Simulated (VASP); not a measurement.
# Si16C16O (a cell with a defect) in VASP: a series of runs

The runs below take Si16C16O (a cell with a defect) through single point, with PBE.

All numbers are computed with VASP 6.6.1; they aren't measurements. Logs are shortened: lines on timing, memory, paths and dates and some standing lists are left out, and cuts for length are marked.

## 1. The cell of the first run

The cell holds a defect, 33 atoms: a = 7.586 Å, b = 7.586 Å, c = 7.586 Å, α = 109.47°, β = 109.47°, γ = 109.47°.

## 2. Single point, PBE

INCAR reads:

```
SYSTEM = Si16C16O
PREC = Accurate
ENCUT = 520
EDIFF = 1E-6
ISMEAR = -1
SIGMA = 0.01
LREAL = Auto
LASPH = .TRUE.
NELM = 120
ALGO = Normal
ISIF = 2
LWAVE = .FALSE.
LCHARG = .FALSE.
GGA = PE
NBANDS = 89
GGA_COMPAT = .FALSE.
```

KPOINTS reads:

```
regular mesh
0
G
  1 1 1
  0 0 0
```

POSCAR reads:

```
Si16C16O
1.0
   -4.3797050000      4.3797050000     -4.3797050000
    4.3797050000      4.3797050000      4.3797050000
    4.3797050000     -4.3797050000     -4.3797050000
Si C O
16 16 1
Direct
   -0.0001380023     -0.0060569505      0.7450385711
   -0.0001473948      0.2457258405      0.4879688046
   -0.0001251271      0.4948059273      0.2496950122
   -0.0001207581      0.7451970117     -0.0009643270
    0.2505434751     -0.0041270687      0.5004204204
    0.2381306166      0.2457137983      0.2497244705
    0.2510363666      0.4976683715     -0.0018831873
    0.2514931441      0.7492982895      0.7525365289
    0.4950790008     -0.0061195172      0.2496692994
    0.4970844716      0.2464808354     -0.0014394159
    0.5046648758      0.4986690324      0.7544751907
    0.5026717551      0.7492746936      0.5013505553
    0.7615976370      0.0074239931      0.0114640107
    0.7487041481      0.2464948562      0.7469445343
    0.7482621311      0.4976773230      0.5009076391
    0.7492043647      0.7451950088      0.2497508043
   -0.0001377737     -0.0161741810     -0.0178694097
   -0.0001420663      0.2504828820      0.7463193818
   -0.0001328054      0.5157111478      0.5085247413
   -0.0001214816      0.7517251938      0.2497317831
    0.2509842292      0.0008501406      0.7492476519
    0.2674998076      0.2514131879      0.5173009390
    0.2586738916      0.5157159251      0.2496915155
    0.2482228180      0.7497052773     -0.0014248685
    0.4993302521      0.0008272450      0.5008080827
    0.4964381232      0.2504980290      0.2496819536
    0.5004165721      0.5013605839      0.0013502259
    0.5033128129      0.7539481046      0.7531302761
    0.7322157382     -0.0162394331      0.2496575353
    0.7410746337      0.2569440024     -0.0091028424
    0.7515252377      0.5013614367      0.7502295074
    0.7487631599      0.7497271920      0.4981365072
   -0.0001519557      0.2379272363      0.2497395168
```

Potentials or basis: VASP PAW PBE potentials, release 64 (Si, C, O).

Command:

```bash
> cat potpaw_PBE.64/Si/POTCAR potpaw_PBE.64/C/POTCAR potpaw_PBE.64/O/POTCAR > POTCAR
> mpirun -np 1 vasp_gam > vasp.out
```

OUTCAR:

```text
SYSTEM = Si16C16O
   PREC = Accurate
   ENCUT = 520
   EDIFF = 1E-6
   ISMEAR = -1
   LREAL = Auto
   LASPH = .TRUE.
   NELM = 120
   ISIF = 2
   GGA = PE

 ion  position               nearest neighbor table
   1  1.000  0.994  0.745-  17 1.83  32 1.88  21 1.88  18 1.94  16 3.07   5 3.07  15 3.07   8 3.07
                            12 3.08  10 3.08   4 3.11  14 3.12   7 3.12   6 3.13  13 3.13
   2  1.000  0.246  0.488-  33 1.79  18 1.95  29 1.95  22 1.95  19 2.00  13 2.95   6 2.95   3 3.02
                            16 3.10   5 3.10  15 3.12   8 3.12   9 3.13  11 3.13
   3  1.000  0.495  0.250-  30 1.92  23 1.92  19 1.92  33 1.95  20 1.95   6 3.02   2 3.02  13 3.02
                             4 3.10  16 3.10   5 3.10   7 3.11  14 3.11  10 3.11  12 3.11  15 3.11
   4  1.000  0.745  0.999-  17 1.86  24 1.87  31 1.87  20 1.89   9 3.07  11 3.07   8 3.09  15 3.09
                             7 3.09  14 3.09  13 3.10   6 3.10   3 3.10   5 3.11  16 3.11   1 3.11
   5  0.251  0.996  0.500-  22 1.86  25 1.87  21 1.87  20 1.89   9 3.07   1 3.07  10 3.09  14 3.09
                             8 3.09  12 3.09   6 3.10   2 3.10   3 3.10  16 3.11   4 3.11  11 3.11
   6  0.238  0.246  0.250-  33 1.79  26 1.95  22 1.95  17 1.95  23 2.00   2 2.95  13 2.95   3 3.02
                             4 3.10   5 3.10  12 3.12   7 3.12   1 3.13  11 3.13
   7  0.251  0.498  0.998-  23 1.85  27 1.87  18 1.90  24 1.92   9 3.07   8 3.08  10 3.08  11 3.08
                            16 3.09   4 3.09  14 3.11   3 3.11  12 3.12   1 3.12   6 3.12
   8  0.251  0.749  0.753-  19 1.85  24 1.87  28 1.90  21 1.92   1 3.07   9 3.08  10 3.08   7 3.08
                             4 3.09   5 3.09  12 3.11   3 3.11  15 3.12  11 3.12   2 3.12
   9  0.495  0.994  0.250-  29 1.83  24 1.88  25 1.88  26 1.94   4 3.07   5 3.07   7 3.07  12 3.07
[... 18 lines left out ...]
  20  1.000  0.752  0.250-   5 1.89  16 1.89   4 1.89   3 1.95
  21  0.251  0.001  0.749-  10 1.87   5 1.87   1 1.88   8 1.92
  22  0.267  0.251  0.517-  11 1.83   5 1.86   6 1.95   2 1.95
[... 9 lines left out ...]
  32  0.749  0.750  0.498-  12 1.87  16 1.87   1 1.88  15 1.92
  33  1.000  0.238  0.250-   2 1.79  13 1.79   6 1.79   3 1.95

  LATTYP: Found a body centered cubic cell.
 ALAT       =     8.7594100000

  Lattice vectors:

 A1 = (  -4.3797050000,   4.3797050000,  -4.3797050000)
 A2 = (   4.3797050000,   4.3797050000,   4.3797050000)
 A3 = (   4.3797050000,  -4.3797050000,  -4.3797050000)

Analysis of symmetry for initial positions (statically):
=====================================================================
 Subroutine PRICEL returns:
 Original cell was already a primitive cell.

 Routine SETGRP: Setting up the symmetry group for a
 body centered cubic supercell.

 Subroutine GETGRP returns: Found  1 space group operations
 (whereof  1 operations were pure point group operations)
 out of a pool of 48 trial point group operations.

The static configuration has the point symmetry C_1 .

Analysis of symmetry for dynamics (positions and initial velocities):
=====================================================================
 Subroutine PRICEL returns:
 Original cell was already a primitive cell.

 Routine SETGRP: Setting up the symmetry group for a
 body centered cubic supercell.

 Subroutine GETGRP returns: Found  1 space group operations
 (whereof  1 operations were pure point group operations)
 out of a pool of 48 trial point group operations.

The dynamic configuration has the point symmetry C_1 .

 Subroutine INISYM returns: Found  1 space group operations
 (whereof  1 operations are pure point group operations),
 and found     1 'primitive' translations

----------------------------------------------------------------------------------------

                                     Primitive cell

  volume of cell :     336.0428

  direct lattice vectors                    reciprocal lattice vectors
    -4.379705000  4.379705000 -4.379705000     0.000000000  0.114162940 -0.114162940
     4.379705000  4.379705000  4.379705000     0.114162940  0.114162940  0.000000000
     4.379705000 -4.379705000 -4.379705000     0.114162940  0.000000000 -0.114162940

  length of vectors
     7.585871582  7.585871582  7.585871582     0.161450778  0.161450778  0.161450778

  position of ions in fractional coordinates (direct lattice)
     0.999861998  0.993943049  0.745038571
     0.999852605  0.245725841  0.487968805
     0.999874873  0.494805927  0.249695012
     0.999879242  0.745197012  0.999035673
     0.250543475  0.995872931  0.500420420
     0.238130617  0.245713798  0.249724470
[... 25 lines left out ...]
     0.748763160  0.749727192  0.498136507
     0.999848044  0.237927236  0.249739517

  ion indices of the primitive-cell ions
   primitive index   ion index
                 1           1
                 2           2
                 3           3
                 4           4
                 5           5
                 6           6
[... 25 lines left out ...]
                32          32
                33          33

----------------------------------------------------------------------------------------

 KPOINTS: regular mesh

Automatic generation of k-mesh.
 Grid dimensions read from file:
 generate k-points for:    1    1    1

 Generating k-lattice:

  Cartesian coordinates                     Fractional coordinates (reciprocal lattice)
     0.000000000  0.114162940 -0.114162940     1.000000000  0.000000000  0.000000000
     0.114162940  0.114162940  0.000000000     0.000000000  1.000000000  0.000000000
     0.114162940  0.000000000 -0.114162940     0.000000000  0.000000000  1.000000000

  Length of vectors
     0.161450778  0.161450778  0.161450778

  Shift w.r.t. Gamma in fractional coordinates (k-lattice)
     0.000000000  0.000000000  0.000000000

 Subroutine IBZKPT returns following result:
 ===========================================

 Found      1 irreducible k-points:

 Following reciprocal coordinates:
            Coordinates               Weight
  0.000000  0.000000  0.000000      1.000000
   k-points           NKPTS =      1   k-points in BZ     NKDIM =      1   number of bands    NBANDS=     89
   number of dos      NEDOS =    301   number of ions     NIONS =     33
   total plane-waves  NPLWV = 175616
   dimension x,y,z NGX =    56 NGY =   56 NGZ =   56
   dimension x,y,z NGXF=   112 NGYF=  112 NGZF=  112
   ions per type =              16  16   1
   NGX,Y,Z   is equivalent  to a cutoff of  12.27, 12.27, 12.27 a.u.
   NGXF,Y,Z  is equivalent  to a cutoff of  24.55, 24.55, 24.55 a.u.
 SYSTEM =  Si16C16O
   PREC   = accura    normal or accurate (medium, high low for compatibility)
   ISTART =      0    job   : 0-new  1-cont  2-samecut
   ICHARG =      2    charge: 1-file 2-atom 10-const
   ISPIN  =      1    spin polarized calculation?
   LNONCOLLINEAR =      F non collinear calculations
   LSORBIT =      F    spin-orbit coupling
   LASPH  =      T    aspherical Exc in radial PAW
   ENCUT  =  520.0 eV  38.22 Ry    6.18 a.u.  14.10 14.10 14.10*2*pi/ulx,y,z
   NELM   =    120;   NELMIN=  2; NELMDL= -5     # of ELM steps
   EDIFF  = 0.1E-05   stopping-criterion for ELM
   LREAL  =      T    real-space projection
   EDIFFG = 0.1E-04   stopping-criterion for IOM
   NSW    =      0    number of steps for IOM
   IBRION =     -1    ionic relax: 0-MD 1-quasi-New 2-CG
   NFREE  =      0    steps in history (QN), initial steepest desc. (CG)
   ISIF   =      2    stress and relaxation
   ISYM   =      2    0-nonsym 1-usesym 2-fastsym
   POTIM  = 0.5000    time-step for ionic-motion
   TEBEG  =    0.0;   TEEND  =   0.0 temperature during run
   PSTRESS=    0.0 pullay stress
   NELECT =     134.0000    total number of electrons
   NUPDOWN=      -1.0000    fix difference up-down
   EMIN   =  10.00;   EMAX   =-10.00  energy-range for DOS
   EFERMI =   0.00;   METHOD = LEGACY
   ISMEAR =    -1;   SIGMA  =   0.01  broadening in eV -4-tet -1-fermi 0-gaus
   EFERMI_NEDOS =   21; number of points for ismear=-14 and -15
   IALGO  =     38    algorithm
   IMIX   =      4    mixing-type and parameters
     AMIX     =   0.40;   BMIX     =  1.00
     AMIX_MAG =   1.60;   BMIX_MAG =  1.00
  volume/ion in A,a.u.               =      10.18        68.72
  Fermi-wavevector in a.u.,A,eV,Ry     =   1.204976  2.277074 19.755198  1.451966
  Thomas-Fermi vector in A             =   2.340685
   LORBIT       =      0    0 simple, 1 ext, 2 COOP (PROOUT), +10 PAW based schemes
   GGA     = PE    functional components
   LHFCALC =     F    Hartree Fock is set to
   AEXX    =    0.0000 exact exchange contribution
   IVDW    =     0    specifies the selected vdW correction
   LEPSILON=     F    determine dielectric tensor
   LRPA    =     F    only Hartree local field effects (RPA)
 non-spin polarized calculation
  energy-cutoff  :      520.00
  volume of cell :      336.04
 maximum number of plane-waves:      4475
   NGX = 29   NGY = 29   NGZ = 29

 number of electron     133.9999991 magnetization

 Free energy of the ion-electron system (eV)
  ---------------------------------------------------
  ext. energy  EPLUGINS =         0.00000000
  ---------------------------------------------------
  free energy    TOTEN  =      -238.77559657 eV

  energy without entropy =     -238.77558851  energy(sigma->0) =     -238.77559254

 E-fermi :   8.3719     XC(G=0): -11.3787

 val. band max:        8.2551444285   @ k =   0.0000   0.0000   0.0000
 cond. band min:       8.4821403368   @ k =   0.0000   0.0000   0.0000
 fundamental gap:      0.2269959084
 Fermi energy:         8.3718880103

 k-point     1 :       0.0000    0.0000    0.0000
  band No.  band energies     occupation
      1     -12.5989      2.00000
      2      -6.9796      2.00000
      3      -4.4106      2.00000
      4      -4.4099      2.00000
      5      -4.4038      2.00000
      6      -4.3749      2.00000
[... 71 lines left out ...]
     78      13.6118      0.00000
     79      13.6135      0.00000
 [bands above 79 left out]

------------------------ aborting loop because EDIFF is reached ----------------------------------------

  FORCE on cell =-STRESS in cart. coord.  units (eV):
  Direction    XX          YY          ZZ          XY          YZ          ZX
  --------------------------------------------------------------------------------------
  -------------------------------------------------------------------------------------
  Total       15.2223160     15.2396067     15.2311187     -4.1192211     -4.0932728     -4.1198438
  in kB       72.5766212     72.6590595     72.6185906    -19.6395314    -19.5158156    -19.6425003
  external PRESSURE =      72.6180904 kB  Pullay stress =       0.0000000 kB

 VOLUME and BASIS-vectors are now :
 -----------------------------------------------------------------------------
  energy-cutoff  :      520.00
  volume of cell :      336.04
      direct lattice vectors                 reciprocal lattice vectors
    -4.379705000  4.379705000 -4.379705000     0.000000000  0.114162940 -0.114162940
     4.379705000  4.379705000  4.379705000     0.114162940  0.114162940  0.000000000
     4.379705000 -4.379705000 -4.379705000     0.114162940  0.000000000 -0.114162940

 POSITION                                       TOTAL-FORCE (eV/Angst)
 -----------------------------------------------------------------------------------
      3.23713      5.46923     -3.28897        -0.012405      0.001298      0.000338
     -1.16569      3.31811     -5.44001         0.016145     -0.018793     -0.020133
     -1.11846      5.45267     -3.30564         0.016509      0.011474      0.010269
      3.26005      3.26744     -5.49091         0.003274     -0.001844     -0.001253
      5.45602      3.26724      1.07263        -0.001287     -0.000889     -0.001226
      1.12693      1.02538     -1.06051        -0.016726      0.018164     -0.016405
[... 25 lines left out ...]
      2.18591      4.38125     -2.17747        -0.007015      0.004224      0.005578
     -2.24320      4.32731     -4.43077        -0.001924      0.001651      0.001622
 -----------------------------------------------------------------------------------
    total drift:                                0.052773      0.053293      0.060481

  FREE ENERGIE OF THE ION-ELECTRON SYSTEM (eV)
  ---------------------------------------------------
  free  energy   TOTEN  =      -238.7755965709 eV

  energy  without entropy=     -238.7755885120  energy(sigma->0) =     -238.77559254
```

It took 67 s on 1 thread of Intel Xeon Platinum 8488C (Sapphire Rapids), shared host; peak memory 0.4 GiB.

Results:

- Free energy: -238.7756 eV
- Pressure: 7.3 GPa
- Largest force: 0.032 eV/Å

Forces on the atoms (eV/Å):
```
Si  -0.012  0.001  0.000
Si   0.016 -0.019 -0.020
Si   0.017  0.011  0.010
Si   0.003 -0.002 -0.001
Si  -0.001 -0.001 -0.001
Si  -0.017  0.018 -0.016
Si   0.004  0.004 -0.006
Si  -0.006 -0.003  0.014
Si   0.001 -0.005 -0.007
Si  -0.004  0.013  0.001
Si  -0.001 -0.006 -0.004
Si  -0.004  0.000  0.015
Si  -0.016 -0.015  0.018
Si   0.006 -0.006  0.005
Si  -0.004  0.009 -0.003
Si  -0.001 -0.001 -0.001
C    0.010 -0.001 -0.001
C    0.003 -0.008 -0.012
C   -0.003  0.000  0.000
C    0.005  0.006  0.007
C   -0.008  0.010  0.007
C    0.006  0.003  0.009
C    0.001 -0.005 -0.005
C    0.002 -0.006  0.005
C    0.013 -0.005  0.004
C   -0.009  0.006 -0.018
C    0.014  0.001 -0.003
C   -0.012 -0.019  0.006
C    0.004  0.007  0.001
C   -0.001 -0.004 -0.005
C    0.002  0.010 -0.005
C   -0.007  0.004  0.006
O   -0.002  0.002  0.002
```

Levels at points of the mesh, in eV from the Fermi level:
```
           k point  band 63  band 64  band 65  band 66  band 67  band 68  band 69  band 70  band 71  band 72
(0.00, 0.00, 0.00)    -0.53    -0.43    -0.43    -0.12    -0.12     0.11     1.17     1.17     2.54     3.82
```

Caveat: the k points lie up to 1.01 Å⁻¹ apart.

## 3. Single point, PBE

INCAR reads:

```
PREC     = Accurate       # precision mode
ENCUT    = 520            # plane-wave cutoff, eV
EDIFF    = 1E-6           # SCF threshold, eV
ISMEAR   = -1             # smearing method
SIGMA    = 0.01           # smearing width, eV
LREAL    = Auto         
LASPH    = T              # aspherical terms in the spheres
NELM     = 120            # most SCF steps
ALGO     = Normal         # electronic algorithm
ISIF     = 2              # what is computed and relaxed
LWAVE    = F              # write WAVECAR
LCHARG   = T              # write CHGCAR
GGA      = PE             # functional
LELF     = T              # ELF
LVHAR    = T            
NBANDS   = 89             # bands
GGA_COMPAT= F
```

KPOINTS reads:

```
regular mesh
0
Gamma
  1 1 1
```

POSCAR reads:

```
Si16C16O
1.0
   -4.3797050000      4.3797050000     -4.3797050000
    4.3797050000      4.3797050000      4.3797050000
    4.3797050000     -4.3797050000     -4.3797050000
Si C O
16 16 1
Direct
   -0.0004943255     -0.0047449543      0.7483674129
   -0.0003539051      0.2441305978      0.4943049817
   -0.0003500236      0.4959550929      0.2374376813
   -0.0003835875      0.7448878406     -0.0008845345
    0.2513447824     -0.0004841650      0.5019120009
    0.2500873917      0.2457823073      0.2495405512
    0.2379181931      0.4958278012     -0.0009681017
    0.2508149521      0.7479018564      0.7475791178
    0.5025282525     -0.0004359883      0.2508545667
    0.4948998848      0.2441614218     -0.0008962932
    0.4968519569      0.4967283185      0.7477719390
    0.5042896725      0.7487552244      0.5037373522
    0.7489682524     -0.0046989466     -0.0010580621
    0.7615204677      0.2577385920      0.7609284187
    0.7483661571      0.4967243228      0.4963425619
    0.7480791514      0.7479187525      0.2503055571
   -0.0005886241      0.0016989729     -0.0011642337
   -0.0003852999      0.2340802634      0.7315054324
   -0.0003753677      0.5008043921      0.4958198098
   -0.0002868915      0.7660642669      0.2580032217
    0.2480122520     -0.0000270566      0.7480063155
    0.2506845781      0.2509901923      0.4984352827
    0.2671130818      0.5013838832      0.2665896447
    0.2585562270      0.7660603853     -0.0007261905
    0.5030899341      0.0040670547      0.5025607889
    0.4990253910      0.2510299210      0.2501467565
    0.4962769182      0.5007936608     -0.0009438992
    0.5000190652      0.7514483281      0.7505304581
    0.7485802126      0.0000192935      0.2474365283
    0.7321835603      0.2342411190     -0.0008000539
    0.7407889344      0.5070123444      0.7402689222
    0.7510980762      0.7514574612      0.4995064736
   -0.0001320865      0.4883527544     -0.0006647708
```

Potentials or basis: VASP PAW PBE potentials, release 64 (Si, C, O).

Command:

```bash
> cat potpaw_PBE.64/Si/POTCAR potpaw_PBE.64/C/POTCAR potpaw_PBE.64/O/POTCAR > POTCAR
> mpirun -np 1 vasp_gam > vasp.out
```

It took 73 s on 1 thread of Intel Xeon Platinum 8488C (Sapphire Rapids), shared host; peak memory 0.4 GiB.

The run converged. Its results:

```yaml
Free_energy: -238.7757 eV
Pressure: 7.3 GPa
Largest_force: 0.036 eV/Å
```

Forces in eV/Å, atoms in the order of the input:
```
Si  -0.004  0.023  0.014
Si   0.001 -0.001 -0.002
Si   0.019 -0.012 -0.021
Si   0.010  0.015  0.018
Si   0.007 -0.006  0.013
Si   0.010  0.014 -0.003
Si  -0.007  0.017 -0.018
Si   0.008  0.004  0.001
Si  -0.007  0.005  0.018
Si  -0.004 -0.001  0.001
Si  -0.001 -0.004 -0.006
Si  -0.006 -0.005  0.012
Si   0.024 -0.008  0.018
Si  -0.011 -0.016  0.031
Si  -0.003 -0.002 -0.001
Si   0.000  0.012  0.005
C    0.000  0.001 -0.017
C   -0.013 -0.004 -0.014
C    0.002 -0.014 -0.004
C   -0.007 -0.004  0.003
C    0.003 -0.005 -0.006
C    0.002 -0.010 -0.006
C    0.000  0.004 -0.006
C   -0.005 -0.001  0.006
C   -0.010 -0.008 -0.003
C    0.004 -0.004  0.003
C   -0.015  0.003 -0.007
C    0.026  0.010 -0.005
C   -0.005 -0.003 -0.006
C   -0.016 -0.023 -0.011
C    0.001  0.004 -0.009
C    0.002  0.014 -0.008
O   -0.004  0.005  0.013
```

Stress tensor (GPa, compression positive):
```
 7.27 -1.97 -1.96
-1.97  7.25 -1.97
-1.96 -1.97  7.27
```

Levels at points of the mesh, in eV from the Fermi level:
```tsv
k point	band 63	band 64	band 65	band 66	band 67	band 68	band 69	band 70	band 71	band 72
(0.00, 0.00, 0.00)	-0.53	-0.43	-0.43	-0.12	-0.12	0.11	1.17	1.17	2.54	3.82
```

Caveat: the k points lie up to 1.01 Å⁻¹ apart.
